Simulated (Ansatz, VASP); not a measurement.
Si3P4: VASP beside Ansatz

```
Si P
1.0
    -4.04816    4.04816    4.04816
     4.04816   -4.04816    4.04816
     4.04816    4.04816   -4.04816
Si P
6 8
Direct
  0.25000 0.12500 0.87500
  0.87500 0.25000 0.12500
  0.75000 0.37500 0.62500
  0.62500 0.75000 0.37500
  0.12500 0.87500 0.25000
  0.37500 0.62500 0.75000
  0.49130 0.49130 0.49130
  0.50870 0.50000 0.00000
  0.50000 0.00000 0.00870
  0.00000 0.50870 0.50000
  0.00870 0.50000 0.00000
  0.99130 0.99130 0.99130
  0.00000 0.00870 0.50000
  0.50000 0.00000 0.50870
```

Alike in both runs: functional PBE; k mesh 4 × 4 × 4; occupations gaussian, width 0.1 eV; no spin polarisation.

Ansatz relaxed the structure, and its values are those at the end. VASP's run is a single point on that final structure, the one shown.

```csv
,VASP,Ansatz
version,VASP 6.6.1,Ansatz 0.2.0
potentials or method,"VASP PAW PBE potentials, release 64 (Si, P), cutoff 520 eV","scalar-relativistic, plane waves, PAW"
valence electrons in the cell,64,64
```

Ansatz gave:

```
gap on the k mesh at the Fermi level (eV) : none
pressure (GPa)                            : -0.3
rms of the force components (eV/Å)        : 0.005
```

Q: Which values does VASP return?

A: gap on the k mesh at the Fermi level (eV): none; pressure (GPa): -0.5; rms of the force components (eV/Å): 0.002.

A gap of «none» marks a metal or a gap that the smearing closes.
